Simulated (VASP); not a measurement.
# LiNbO3 (R3c) in VASP: relaxation of cell and atoms with PBE+D3(BJ)

Aim: the relaxation of cell and atoms of LiNbO3 with PBE+D3(BJ).

Everything below comes from runs of VASP 6.6.1. Logs are shortened: lines on timing, memory, paths and dates and some standing lists are left out, and cuts for length are marked.

**1. The cell of the first run**

The structure is trigonal, space group R3c (No. 161). Conventional cell: a = 5.152 Å, b = 5.152 Å, c = 13.869 Å, α = 90.00°, β = 90.00°, γ = 120.00°. Li (site symmetry 3) has 6 O at 2.07 to 2.24 Å within 2.7 Å. Nb (site symmetry 3) has 6 O at 1.88 to 2.13 Å within 2.5 Å. Within 2.5 Å of O (site symmetry 1) lie 2 Nb at 1.88 to 2.13 Å and 2 Li at 2.07 to 2.24 Å.

**2. Relaxation of cell and atoms, PBE+D3(BJ)**

File INCAR:

```
SYSTEM = LiNbO3
PREC = Accurate ; ENCUT = 600
EDIFF = 1E-6 ; ISMEAR = 0
SIGMA = 0.02 ; LREAL = .FALSE.
LASPH = .TRUE. ; NELM = 60
ALGO = Normal ; ISIF = 3
LWAVE = .FALSE. ; LCHARG = .FALSE.
GGA = PE ; IVDW = 12
IBRION = 2 ; NSW = 90
EDIFFG = -0.02
```

File KPOINTS:

```
Automatic mesh
0
G
  6 6 6
  0 0 0
```

File POSCAR:

```
LiNbO3
1.0
    2.5758000000      1.4871388234      4.6230000000
   -2.5758000000      1.4871388234      4.6230000000
    0.0000000000     -2.9742776468      4.6230000000
Li Nb O
2 2 6
Direct
    0.2815000000      0.2815000000      0.2815000000
    0.7815000000      0.7815000000      0.7815000000
    0.0000550000      0.0000550000      0.0000550000
    0.5000550000      0.5000550000      0.5000550000
    0.1123100000      0.3583600000      0.7195900000
    0.7195900000      0.1123100000      0.3583600000
    0.3583600000      0.7195900000      0.1123100000
    0.2195900000      0.8583600000      0.6123100000
    0.8583600000      0.6123100000      0.2195900000
    0.6123100000      0.2195900000      0.8583600000
```

Potentials or basis: VASP PAW PBE potentials, release 64 (Li_sv, Nb_sv, O).

The run is started by

```bash
> cat potpaw_PBE.64/Li_sv/POTCAR potpaw_PBE.64/Nb_sv/POTCAR potpaw_PBE.64/O/POTCAR > POTCAR
> mpirun -np 1 vasp_std > vasp.out
```

OUTCAR:

```text
SYSTEM = LiNbO3
   PREC = Accurate
   ENCUT = 600
   EDIFF = 1E-6
   ISMEAR = 0
   LREAL = .FALSE.
   LASPH = .TRUE.
   NELM = 60
   ISIF = 3
   GGA = PE
   IVDW = 12
   IBRION = 2
   NSW = 90
   EDIFFG = -0.02
 IVDW          = 12

 ion  position               nearest neighbor table
   1  0.282  0.282  0.282-   9 2.07  10 2.07   8 2.07   6 2.24   7 2.24   5 2.24
   2  0.782  0.782  0.782-   5 2.07   6 2.07   7 2.07  10 2.24   8 2.24   9 2.24
   3  0.000  0.000  0.000-   7 1.88   6 1.88   5 1.88  10 2.13   8 2.13   9 2.13
   4  0.500  0.500  0.500-   8 1.88  10 1.88   9 1.88   6 2.13   7 2.13   5 2.13
   5  0.112  0.358  0.720-   3 1.88   2 2.07   4 2.13   1 2.24
   6  0.720  0.112  0.358-   3 1.88   2 2.07   4 2.13   1 2.24
   7  0.358  0.720  0.112-   3 1.88   2 2.07   4 2.13   1 2.24
   8  0.220  0.858  0.612-   4 1.88   1 2.07   3 2.13   2 2.24
   9  0.858  0.612  0.220-   4 1.88   1 2.07   3 2.13   2 2.24
  10  0.612  0.220  0.858-   4 1.88   1 2.07   3 2.13   2 2.24

  LATTYP: Found a trigonal (rhomboedric) cell.
 ALAT       =     5.4971316630
 COS(alpha) =     0.5608812359

  Lattice vectors:

 A1 = (   2.5758000000,   1.4871388234,   4.6230000000)
 A2 = (  -2.5758000000,   1.4871388234,   4.6230000000)
 A3 = (   0.0000000000,  -2.9742776468,   4.6230000000)

Analysis of symmetry for initial positions (statically):
=====================================================================
 Subroutine PRICEL returns:
 Original cell was already a primitive cell.

 Routine SETGRP: Setting up the symmetry group for a
 trigonal (rhombohedral) supercell.

 Subroutine GETGRP returns: Found  6 space group operations
 (whereof  3 operations were pure point group operations)
 out of a pool of 12 trial point group operations.

The static configuration has the point symmetry C_3 .
 The point group associated with its full space group is C_3v.

Analysis of symmetry for dynamics (positions and initial velocities):
=====================================================================
 Subroutine PRICEL returns:
 Original cell was already a primitive cell.

 Routine SETGRP: Setting up the symmetry group for a
 trigonal (rhombohedral) supercell.

 Subroutine GETGRP returns: Found  6 space group operations
 (whereof  3 operations were pure point group operations)
 out of a pool of 12 trial point group operations.

The dynamic configuration has the point symmetry C_3 .
 The point group associated with its full space group is C_3v.

 Subroutine INISYM returns: Found  6 space group operations
 (whereof  3 operations are pure point group operations),
 and found     1 'primitive' translations

----------------------------------------------------------------------------------------

                                     Primitive cell

  volume of cell :     106.2524

  direct lattice vectors                    reciprocal lattice vectors
[... 93 lines left out ...]
 SYSTEM =  LiNbO3
   PREC   = accura    normal or accurate (medium, high low for compatibility)
   ISTART =      0    job   : 0-new  1-cont  2-samecut
   ICHARG =      2    charge: 1-file 2-atom 10-const
   ISPIN  =      1    spin polarized calculation?
   LNONCOLLINEAR =      F non collinear calculations
   LSORBIT =      F    spin-orbit coupling
   LASPH  =      T    aspherical Exc in radial PAW
   ENCUT  =  600.0 eV  44.10 Ry    6.64 a.u.  10.98 10.98 10.98*2*pi/ulx,y,z
   NELM   =     60;   NELMIN=  2; NELMDL= -5     # of ELM steps
   EDIFF  = 0.1E-05   stopping-criterion for ELM
   LREAL  =      F    real-space projection
   EDIFFG = -.2E-01   stopping-criterion for IOM
   NSW    =     90    number of steps for IOM
   IBRION =      2    ionic relax: 0-MD 1-quasi-New 2-CG
   NFREE  =      1    steps in history (QN), initial steepest desc. (CG)
   ISIF   =      3    stress and relaxation
   ISYM   =      2    0-nonsym 1-usesym 2-fastsym
   POTIM  = 0.5000    time-step for ionic-motion
   TEBEG  =    0.0;   TEEND  =   0.0 temperature during run
   PSTRESS=    0.0 pullay stress
   NELECT =      68.0000    total number of electrons
   NUPDOWN=      -1.0000    fix difference up-down
   EMIN   =  10.00;   EMAX   =-10.00  energy-range for DOS
   EFERMI =   0.00;   METHOD = LEGACY
   ISMEAR =     0;   SIGMA  =   0.02  broadening in eV -4-tet -1-fermi 0-gaus
   EFERMI_NEDOS =   21; number of points for ismear=-14 and -15
   IALGO  =     38    algorithm
   IMIX   =      4    mixing-type and parameters
     AMIX     =   0.40;   BMIX     =  1.00
     AMIX_MAG =   1.60;   BMIX_MAG =  1.00
  volume/ion in A,a.u.               =      10.63        71.70
  Fermi-wavevector in a.u.,A,eV,Ry     =   1.410798  2.666022 27.080374  1.990351
  Thomas-Fermi vector in A             =   2.532715
   LORBIT       =      0    0 simple, 1 ext, 2 COOP (PROOUT), +10 PAW based schemes
   GGA     = PE    functional components
   LHFCALC =     F    Hartree Fock is set to
   AEXX    =    0.0000 exact exchange contribution
   IVDW    =    12    specifies the selected vdW correction
   LEPSILON=     F    determine dielectric tensor
   LRPA    =     F    only Hartree local field effects (RPA)
 conjugate gradient relaxation of ions
 non-spin polarized calculation
 Gauss-broadening in eV      SIGMA  =   0.02
  energy-cutoff  :      600.00
  volume of cell :      106.25
 maximum number of plane-waves:      3570
 NGX is ok and might be reduce to    48
   NGX = 21   NGY = 21   NGZ = 21

--------------------------------------- Ionic step        1  -------------------------------------------

 number of electron      68.0000002 magnetization

 Free energy of the ion-electron system (eV)
  ---------------------------------------------------
  ext. energy  EPLUGINS =         0.00000000
  ---------------------------------------------------
  free energy    TOTEN  =       -80.02128531 eV

  energy without entropy =      -80.02128531  energy(sigma->0) =      -80.02128531

------------------------ aborting loop because EDIFF is reached ----------------------------------------

 Edisp (eV)   -2.28641

 E8    (eV) :    -0.9068
[... 279 lines left out ...]
--------------------------------------- Ionic step        7  -------------------------------------------

 number of electron      68.0000006 magnetization

 Free energy of the ion-electron system (eV)
  ---------------------------------------------------
  ext. energy  EPLUGINS =         0.00000000
  ---------------------------------------------------
  free energy    TOTEN  =       -80.01220836 eV

  energy without entropy =      -80.01220836  energy(sigma->0) =      -80.01220836

 E-fermi :   3.7809     XC(G=0): -10.8698

 val. band max:        3.6433165191   @ k =   0.1667   0.1667   0.1667
 cond. band min:       7.2055219207   @ k =   0.5000   0.3333   0.0000
 fundamental gap:      3.5622054016
 Fermi energy:         3.7809104741

 k-point     1 :       0.0000    0.0000    0.0000
  band No.  band energies     occupation
      1     -50.5478      2.00000
      2     -50.5319      2.00000
      3     -38.8263      2.00000
      4     -38.8234      2.00000
      5     -26.8441      2.00000
      6     -26.8441      2.00000
[... 1021 lines left out ...]
     39       8.7925      0.00000
     40       8.9563      0.00000

 [... further k-points ...]

------------------------ aborting loop because EDIFF is reached ----------------------------------------

 Edisp (eV)   -2.31369

 E8    (eV) :    -0.9177
[... 33 lines left out ...]
  FREE ENERGIE OF THE ION-ELECTRON SYSTEM (eV)
  ---------------------------------------------------
  free  energy   TOTEN  =       -82.3258948947 eV

  energy  without entropy=      -82.3258948947  energy(sigma->0) =      -82.32589489

 reached required accuracy - stopping structural energy minimisation
```

Wall time 36 min (1 thread of AMD EPYC 7R13, shared host); peak memory 0.41 GiB.

What came out:

```yaml
Free_energy: -82.3259 eV
Relaxed_volume: 10.51 Å³/atom
Relaxed_cell: a = 5.484 Å, b = 5.484 Å, c = 5.484 Å, α = 55.73°, β = 55.73°, γ = 55.73°
Space_group_after_relaxing_to_0.05_Å: R3c (No. 161)
Energy_gained_by_relaxing: 1.8 meV/atom
Ionic_steps: 7
Pressure_after_relaxing: 0.1 GPa
Largest_force_after_relaxing: 0.014 eV/Å
Band_gap_on_the_k_mesh: 3.56 eV, indirect (least direct gap 3.60 eV)
Dispersion_energy_per_atom: -0.231 eV
```

Forces on the atoms (eV/Å):
```
Li   0.000  0.000  0.004
Li   0.000  0.000  0.004
Nb   0.000  0.000  0.012
Nb   0.000  0.000  0.012
O   -0.010  0.008 -0.005
O   -0.002 -0.013 -0.005
O    0.012  0.004 -0.005
O   -0.012  0.004 -0.005
O    0.010  0.008 -0.005
O    0.002 -0.013 -0.005
```

Step by step:
```csv
step,energy change (eV),largest force (eV/Å),pressure (GPa),volume (Å³)
1,0.0000,0.1990,0.53,106.25
2,-0.0035,0.1195,-1.68,106.79
3,-0.0047,0.1030,-0.96,106.61
4,-0.0115,0.0800,-0.58,106.04
5,-0.0149,0.0961,0.60,104.35
6,-0.0168,0.0771,0.17,104.99
7,-0.0182,0.0139,0.12,105.07
```

Final structure:
```yaml
crystal:
  lattice:
    - [2.56324, 1.47989, 4.61646]
    - [-2.56324, 1.47989, 4.61646]
    - [0.00000, -2.95978, 4.61646]
  atoms:
    - { symbol: Li, position: [0.28153, 0.28153, 0.28153] }
    - { symbol: Li, position: [0.78153, 0.78153, 0.78153] }
    - { symbol: Nb, position: [0.99981, 0.99981, 0.99981] }
    - { symbol: Nb, position: [0.49981, 0.49981, 0.49981] }
    - { symbol: O, position: [0.10577, 0.36502, 0.71969] }
    - { symbol: O, position: [0.71969, 0.10577, 0.36502] }
    - { symbol: O, position: [0.36502, 0.71969, 0.10577] }
    - { symbol: O, position: [0.21969, 0.86502, 0.60577] }
    - { symbol: O, position: [0.86502, 0.60577, 0.21969] }
    - { symbol: O, position: [0.60577, 0.21969, 0.86502] }
```

Caveat: the cutoff is under 1.25 times the usual one of these potentials, so pressure, stress and relaxed cells hold a basis-set (Pulay) error. Expect the measured gap to be larger: semilocal functionals such as PBE lack the derivative discontinuity.
